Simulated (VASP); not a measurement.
# Mg3Mn (Pm-3m) in VASP: single point with RPBE

Aim: the single point of Mg3Mn with RPBE.

Everything below comes from runs of VASP 6.6.1. Logs are shortened: lines on timing, memory, paths and dates and some standing lists are left out, and cuts for length are marked.

**1. The cell of the first run**

It takes space group Pm-3m (No. 221, cubic). Conventional cell: a = 4.298 Å, b = 4.298 Å, c = 4.298 Å, α = 90.00°, β = 90.00°, γ = 90.00°. Mg (site symmetry 4/mmm) has 8 Mg at 3.04 Å and 4 Mn at 3.04 Å within 4.0 Å. Within 4.0 Å of Mn (site symmetry m-3m) lie 12 Mg at 3.04 Å.

**2. Single point, RPBE, collinear spin, ferromagnetic start**

File INCAR:

```
SYSTEM = Mg3Mn
PREC = Accurate ; ENCUT = 600
EDIFF = 1E-6 ; ISMEAR = -1
SIGMA = 0.05 ; LREAL = .FALSE.
LASPH = .TRUE. ; NELM = 200
ALGO = Normal ; ISIF = 2
LWAVE = .FALSE. ; LCHARG = .FALSE.
ISPIN = 2 ; MAGMOM = 0 0 0 5.2
LORBIT = 11 ; LMAXMIX = 4
GGA = RP ; NBANDS = 22
GGA_COMPAT = .FALSE.
```

File KPOINTS:

```
regular mesh
0
G
  7 7 7
  0 0 0
```

File POSCAR:

```
Mg3Mn
1.0
    4.2975710000      0.0000000000      0.0000000000
    0.0000000000      4.2975710000      0.0000000000
    0.0000000000      0.0000000000      4.2975710000
Mg Mn
3 1
Direct
    0.5000000000      0.5000000000      0.0000000000
    0.5000000000      0.0000000000      0.5000000000
    0.0000000000      0.5000000000      0.5000000000
    0.0000000000      0.0000000000      0.0000000000
```

Potentials or basis: VASP PAW PBE potentials, release 64 (Mg, Mn_pv).

Command:

```bash
$ cat potpaw_PBE.64/Mg/POTCAR potpaw_PBE.64/Mn_pv/POTCAR > POTCAR
$ mpirun -np 1 vasp_std > vasp.out
```

OUTCAR:

```text
SYSTEM = Mg3Mn
   PREC = Accurate
   ENCUT = 600
   EDIFF = 1E-6
   ISMEAR = -1
   LREAL = .FALSE.
   LASPH = .TRUE.
   NELM = 200
   ISIF = 2
   ISPIN = 2
   LORBIT = 11
   GGA = RP

 ion  position               nearest neighbor table
   1  0.500  0.500  0.000-   2 3.04   3 3.04   4 3.04   2 3.04   3 3.04   2 3.04   4 3.04   2 3.04
                             3 3.04   4 3.04   3 3.04   4 3.04
   2  0.500  0.000  0.500-   1 3.04   3 3.04   4 3.04   1 3.04   4 3.04   1 3.04   3 3.04   1 3.04
                             3 3.04   4 3.04   4 3.04   3 3.04
   3  0.000  0.500  0.500-   1 3.04   2 3.04   4 3.04   1 3.04   4 3.04   2 3.04   4 3.04   4 3.04
                             1 3.04   2 3.04   1 3.04   2 3.04
   4  0.000  0.000  0.000-   1 3.04   2 3.04   3 3.04   2 3.04   3 3.04   1 3.04   3 3.04   3 3.04
                             1 3.04   2 3.04   2 3.04   1 3.04

  LATTYP: Found a simple cubic cell.
 ALAT       =     4.2975710000

  Lattice vectors:

 A1 = (   4.2975710000,   0.0000000000,   0.0000000000)
 A2 = (   0.0000000000,   4.2975710000,   0.0000000000)
 A3 = (   0.0000000000,   0.0000000000,   4.2975710000)

Analysis of symmetry for initial positions (statically):
=====================================================================
 Subroutine PRICEL returns:
 Original cell was already a primitive cell.

 Routine SETGRP: Setting up the symmetry group for a
 simple cubic supercell.

 Subroutine GETGRP returns: Found 48 space group operations
 (whereof 48 operations were pure point group operations)
 out of a pool of 48 trial point group operations.

The static configuration has the point symmetry O_h .

Analysis of symmetry for dynamics (positions and initial velocities):
=====================================================================
 Subroutine PRICEL returns:
 Original cell was already a primitive cell.

 Routine SETGRP: Setting up the symmetry group for a
 simple cubic supercell.

 Subroutine GETGRP returns: Found 48 space group operations
 (whereof 48 operations were pure point group operations)
 out of a pool of 48 trial point group operations.

The dynamic configuration has the point symmetry O_h .

Analysis of structural, dynamic, and magnetic symmetry:
=====================================================================
 Subroutine PRICEL returns:
 Original cell was already a primitive cell.

 Routine SETGRP: Setting up the symmetry group for a
 simple cubic supercell.

 Subroutine GETGRP returns: Found 48 space group operations
 (whereof 48 operations were pure point group operations)
 out of a pool of 48 trial point group operations.

The overall configuration has the point symmetry O_h .

 Subroutine INISYM returns: Found 48 space group operations
 (whereof 48 operations are pure point group operations),
 and found     1 'primitive' translations

----------------------------------------------------------------------------------------

                                     Primitive cell

  volume of cell :      79.3723

  direct lattice vectors                    reciprocal lattice vectors
     4.297571000  0.000000000  0.000000000     0.232689582  0.000000000  0.000000000
     0.000000000  4.297571000  0.000000000     0.000000000  0.232689582  0.000000000
     0.000000000  0.000000000  4.297571000     0.000000000  0.000000000  0.232689582

  length of vectors
     4.297571000  4.297571000  4.297571000     0.232689582  0.232689582  0.232689582

  position of ions in fractional coordinates (direct lattice)
     0.500000000  0.500000000  0.000000000
     0.500000000  0.000000000  0.500000000
     0.000000000  0.500000000  0.500000000
     0.000000000  0.000000000  0.000000000

  ion indices of the primitive-cell ions
   primitive index   ion index
                 1           1
                 2           2
                 3           3
                 4           4

----------------------------------------------------------------------------------------

 KPOINTS: regular mesh

Automatic generation of k-mesh.
 Grid dimensions read from file:
 generate k-points for:    7    7    7

 Generating k-lattice:

  Cartesian coordinates                     Fractional coordinates (reciprocal lattice)
     0.033241369  0.000000000  0.000000000     0.142857143  0.000000000  0.000000000
     0.000000000  0.033241369  0.000000000     0.000000000  0.142857143  0.000000000
     0.000000000  0.000000000  0.033241369     0.000000000  0.000000000  0.142857143

  Length of vectors
     0.033241369  0.033241369  0.033241369

  Shift w.r.t. Gamma in fractional coordinates (k-lattice)
     0.000000000  0.000000000  0.000000000

 Subroutine IBZKPT returns following result:
 ===========================================

 Found     20 irreducible k-points:

 Following reciprocal coordinates:
            Coordinates               Weight
  0.000000  0.000000  0.000000      1.000000
  0.142857  0.000000  0.000000      6.000000
  0.285714  0.000000  0.000000      6.000000
  0.428571  0.000000  0.000000      6.000000
  0.142857  0.142857  0.000000     12.000000
  0.285714  0.142857  0.000000     24.000000
[... 12 lines left out ...]
  0.428571  0.428571  0.285714     24.000000
  0.428571  0.428571  0.428571      8.000000
   k-points           NKPTS =     20   k-points in BZ     NKDIM =     20   number of bands    NBANDS=     22
   number of dos      NEDOS =    301   number of ions     NIONS =      4
   total plane-waves  NPLWV =  46656
   dimension x,y,z NGX =    36 NGY =   36 NGZ =   36
   dimension x,y,z NGXF=    72 NGYF=   72 NGZF=   72
   ions per type =               3   1
   NGX,Y,Z   is equivalent  to a cutoff of  13.93, 13.93, 13.93 a.u.
   NGXF,Y,Z  is equivalent  to a cutoff of  27.85, 27.85, 27.85 a.u.
 SYSTEM =  Mg3Mn
   PREC   = accura    normal or accurate (medium, high low for compatibility)
   ISTART =      0    job   : 0-new  1-cont  2-samecut
   ICHARG =      2    charge: 1-file 2-atom 10-const
   ISPIN  =      2    spin polarized calculation?
   LNONCOLLINEAR =      F non collinear calculations
   LSORBIT =      F    spin-orbit coupling
   LASPH  =      T    aspherical Exc in radial PAW
   ENCUT  =  600.0 eV  44.10 Ry    6.64 a.u.   8.58  8.58  8.58*2*pi/ulx,y,z
   NELM   =    200;   NELMIN=  2; NELMDL= -5     # of ELM steps
   EDIFF  = 0.1E-05   stopping-criterion for ELM
   LREAL  =      F    real-space projection
   EDIFFG = 0.1E-04   stopping-criterion for IOM
   NSW    =      0    number of steps for IOM
   IBRION =     -1    ionic relax: 0-MD 1-quasi-New 2-CG
   NFREE  =      0    steps in history (QN), initial steepest desc. (CG)
   ISIF   =      2    stress and relaxation
   ISYM   =      2    0-nonsym 1-usesym 2-fastsym
   POTIM  = 0.5000    time-step for ionic-motion
   TEBEG  =    0.0;   TEEND  =   0.0 temperature during run
   PSTRESS=    0.0 pullay stress
   NELECT =      19.0000    total number of electrons
   NUPDOWN=      -1.0000    fix difference up-down
   EMIN   =  10.00;   EMAX   =-10.00  energy-range for DOS
   EFERMI =   0.00;   METHOD = LEGACY
   ISMEAR =    -1;   SIGMA  =   0.05  broadening in eV -4-tet -1-fermi 0-gaus
   EFERMI_NEDOS =   21; number of points for ismear=-14 and -15
   IALGO  =     38    algorithm
   IMIX   =      4    mixing-type and parameters
     AMIX     =   0.40;   BMIX     =  1.00
     AMIX_MAG =   1.60;   BMIX_MAG =  1.00
  volume/ion in A,a.u.               =      19.84       133.91
  Fermi-wavevector in a.u.,A,eV,Ry     =   1.016490  1.920887 14.058237  1.033251
  Thomas-Fermi vector in A             =   2.149836
   LORBIT       =     11    0 simple, 1 ext, 2 COOP (PROOUT), +10 PAW based schemes
   GGA     = RP    functional components
   LHFCALC =     F    Hartree Fock is set to
   AEXX    =    0.0000 exact exchange contribution
   IVDW    =     0    specifies the selected vdW correction
   LEPSILON=     F    determine dielectric tensor
   LRPA    =     F    only Hartree local field effects (RPA)
 spin polarized calculation
  energy-cutoff  :      600.00
  volume of cell :       79.37
 maximum number of plane-waves:      2677
 NGX is ok and might be reduce to    36
   NGX = 17   NGY = 17   NGZ = 17

 number of electron      18.9999999 magnetization       3.5480329

 Free energy of the ion-electron system (eV)
  ---------------------------------------------------
  ext. energy  EPLUGINS =         0.00000000
  ---------------------------------------------------
  free energy    TOTEN  =       -11.96484595 eV

  energy without entropy =      -11.93978174  energy(sigma->0) =      -11.95231385

 E-fermi :   3.7808     XC(G=0):  -9.2374

 val. band max:        3.7706395184   @ k =   0.4286   0.2857   0.1429
 cond. band min:       3.7996048633   @ k =   0.4286   0.1429   0.0000
 fundamental gap:      0.0289653448
 Fermi energy:         3.7808237044

 spin component 1

 k-point     1 :       0.0000    0.0000    0.0000
  band No.  band energies     occupation
      1     -46.2049      1.00000
      2     -46.2049      1.00000
      3     -46.2049      1.00000
      4      -3.4217      1.00000
      5       0.8592      1.00000
      6       0.8592      1.00000
[... 13 lines left out ...]
     20      12.0581      0.00000
     21      12.0581      0.00000

 k-point     2 :       0.1429    0.0000    0.0000
  band No.  band energies     occupation
      1     -46.2050      1.00000
      2     -46.2050      1.00000
      3     -46.2050      1.00000
      4      -3.2522      1.00000
      5       0.8192      1.00000
      6       0.8777      1.00000
[... 13 lines left out ...]
     20      11.8669      0.00000
     21      12.2504      0.00000
[... 390 lines left out ...]
      4      -0.0904      1.00000
      5       0.5451      1.00000
      6       0.6748      1.00000
[... 13 lines left out ...]
     20      14.8236      0.00000
     21      14.8372      0.00000

 k-point    20 :       0.4286    0.4286    0.4286
  band No.  band energies     occupation
      1     -46.2053      1.00000
      2     -46.2053      1.00000
      3     -46.2053      1.00000
      4       0.3557      1.00000
      5       0.6481      1.00000
      6       0.6481      1.00000
[... 13 lines left out ...]
     20      15.6500      0.00000
     21      16.4131      0.00000
 Fermi energy:         3.7808237044

 spin component 2

 k-point     1 :       0.0000    0.0000    0.0000
  band No.  band energies     occupation
      1     -42.3521      1.00000
      2     -42.3521      1.00000
      3     -42.3521      1.00000
      4      -3.3717      1.00000
      5       3.1497      1.00000
      6       3.1497      1.00000
[... 13 lines left out ...]
     20      11.9354      0.00000
     21      11.9354      0.00000

 k-point     2 :       0.1429    0.0000    0.0000
  band No.  band energies     occupation
      1     -42.3522      1.00000
      2     -42.3521      1.00000
      3     -42.3521      1.00000
      4      -3.2027      1.00000
      5       2.1898      1.00000
      6       3.2161      0.99999
[... 13 lines left out ...]
     20      11.9871      0.00000
     21      12.2619      0.00000
[... 390 lines left out ...]
      4       0.1405      1.00000
      5       1.2100      1.00000
      6       1.2510      1.00000
[... 13 lines left out ...]
     20      14.5520      0.00000
     21      15.0405      0.00000

 k-point    20 :       0.4286    0.4286    0.4286
  band No.  band energies     occupation
      1     -42.3526      1.00000
      2     -42.3526      1.00000
      3     -42.3526      1.00000
      4       0.8646      1.00000
      5       1.8493      1.00000
      6       1.8493      1.00000
[... 13 lines left out ...]
     20      15.5609      0.00000
     21      16.3717      0.00000
 [bands above 21 left out]

------------------------ aborting loop because EDIFF is reached ----------------------------------------

  FORCE on cell =-STRESS in cart. coord.  units (eV):
  Direction    XX          YY          ZZ          XY          YZ          ZX
  --------------------------------------------------------------------------------------
  -------------------------------------------------------------------------------------
  Total        0.7896093      0.7896093      0.7896093     -0.0000000     -0.0000000      0.0000000
  in kB       15.9387269     15.9387269     15.9387269     -0.0000000     -0.0000000      0.0000000
  external PRESSURE =      15.9387269 kB  Pullay stress =       0.0000000 kB

 VOLUME and BASIS-vectors are now :
 -----------------------------------------------------------------------------
  energy-cutoff  :      600.00
  volume of cell :       79.37
      direct lattice vectors                 reciprocal lattice vectors
     4.297571000  0.000000000  0.000000000     0.232689582  0.000000000  0.000000000
     0.000000000  4.297571000  0.000000000     0.000000000  0.232689582  0.000000000
     0.000000000  0.000000000  4.297571000     0.000000000  0.000000000  0.232689582

 POSITION                                       TOTAL-FORCE (eV/Angst)
 -----------------------------------------------------------------------------------
      2.14879      2.14879      0.00000         0.000000      0.000000      0.000000
      2.14879      0.00000      2.14879         0.000000      0.000000      0.000000
      0.00000      2.14879      2.14879         0.000000      0.000000      0.000000
      0.00000      0.00000      0.00000         0.000000      0.000000      0.000000
 -----------------------------------------------------------------------------------
    total drift:                                0.000000     -0.000000     -0.000000

  FREE ENERGIE OF THE ION-ELECTRON SYSTEM (eV)
  ---------------------------------------------------
  free  energy   TOTEN  =       -11.9648459498 eV

  energy  without entropy=      -11.9397817443  energy(sigma->0) =      -11.95231385

 total charge

# of ion       s       p       d       tot
------------------------------------------
    1        0.206   0.146   0.016   0.368
    2        0.206   0.146   0.016   0.368
    3        0.206   0.146   0.016   0.368
    4        0.292   6.151   4.956  11.398
--------------------------------------------------
tot          0.911   6.588   5.002  12.501

 magnetization (x)

# of ion       s       p       d       tot
------------------------------------------
    1       -0.018  -0.012  -0.001  -0.030
    2       -0.018  -0.012  -0.001  -0.030
    3       -0.018  -0.012  -0.001  -0.030
    4        0.060   0.025   3.587   3.672
--------------------------------------------------
tot          0.007  -0.012   3.585   3.580
```

It took 2.7 min on 1 thread of Intel Xeon 8259CL, shared host; peak memory 0.27 GiB.

Results:

- Free energy: -11.9648 eV
- Pressure: 1.6 GPa
- Net moment: 3.55 μB per cell
- Site moments: Mg -0.03; Mn +3.67 μB
- Valence electrons inside the program's atomic spheres: Mg 0.37; Mn 11.40

Levels at points of the mesh, in eV from the Fermi level:
Spin up:
```
           k point  band 8  band 9  band 10  band 11  band 12  band 13  band 14  band 15
(0.00, 0.00, 0.00)   -2.43   -2.43     0.22     0.22     0.22     1.01     3.00     3.00
```
Spin down:
```csv
k point,band 4,band 5,band 6,band 7,band 8,band 9,band 10,band 11
"(0.00, 0.00, 0.00)",-7.15,-0.63,-0.63,0.24,0.24,0.24,0.80,0.80
```

Caveat: the PAW data sets were made with another functional, which shifts forces and pressure a little.
